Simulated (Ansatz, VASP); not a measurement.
# One calculation of CdTe, two programs

File INCAR:

```
SYSTEM = CdTe
PREC     = Accurate       ! precision mode
ENCUT    = 520            ! plane-wave cutoff, eV
EDIFF    = 1E-6           ! SCF threshold, eV
ISMEAR   = -1             ! smearing method
SIGMA    = 0.05           ! smearing width, eV
LREAL    = .FALSE.        ! projectors in reciprocal space
LASPH    = .TRUE.         ! aspherical terms in the spheres
NELM     = 80             ! most SCF steps
ALGO     = Normal         ! electronic algorithm
ISIF     = 2              ! what is computed and relaxed
LWAVE    = .FALSE.        ! write WAVECAR
LCHARG   = .FALSE.        ! write CHGCAR
GGA      = PS             ! functional
NBANDS   = 16             ! bands
```

File KPOINTS:

```
regular mesh
0
G
  13 13 13
  0 0 0
```

Contents of POSCAR:

```
CdTe
1.0
    0.0000000000      2.5847052047      2.5847052047
    2.5847052047      0.0000000000      2.5847052047
    2.5847052047      2.5847052047      0.0000000000
Cd Te
1 1
Direct
    0.0000000000      0.0000000000      0.0000000000
    0.5000000000      0.5000000000      0.5000000000
```

Input for Ansatz:

```yaml
crystal:
  lattice:
    - [0.0, 2.5847052047, 2.5847052047]
    - [2.5847052047, 0.0, 2.5847052047]
    - [2.5847052047, 2.5847052047, 0.0]
  atoms:
    - { symbol: Cd, position: [0.0, 0.0, 0.0] }
    - { symbol: Te, position: [0.5, 0.5, 0.5] }
kpoints:
  mp_grid: { grid: [13, 13, 13] }
  band_path:
    path:
      - [0.0, 0.0, 0.0]
      - [0.5, 0.0, 0.5]
      - [0.625, 0.25, 0.625]
      - [0.375, 0.375, 0.75]
      - [0.0, 0.0, 0.0]
      - [0.5, 0.5, 0.5]
      - [0.5, 0.25, 0.75]
      - [0.5, 0.0, 0.5]
    npoints: 8
scf:
  occupations: { method: fermi_dirac, width: 0.05 }
hamiltonian:
  xc: pbesol
  pseudopotentials: { kind: all_electron, lapw: { basis_error: 0.001 } }
output:
  forces: true
  stress: true
  eigenvalues: true
  populations: true
  dos: { projected: true, de: 0.2, e_range: [-14, 8] }
```

Change from the starting cell: volume scaled by 0.64, LAPW.

Alike in both runs: task single point; functional PBEsol; k mesh 13 × 13 × 13; occupations fermi-dirac, width 0.05 eV; no spin polarisation.

```csv
,VASP,Ansatz
version,VASP 6.6.1,Ansatz 0.2.0
potentials or method,"VASP PAW PBE potentials, release 64 (Cd, Te), cutoff 520 eV","all-electron LAPW, scalar-relativistic"
```

```tsv
	VASP	Ansatz	Ansatz less VASP
pressure (GPa)	76.6	74.8	-1.81
```

VASP's potentials were made for PBE, not for PBEsol. Both programs put the cell under a high pressure, so it lies far from rest at this level. Ansatz ran all-electron here, and VASP with PAW potentials.

Spin-orbit coupling is off throughout. Noted on VASP's run: the cell as given lies far from equilibrium.
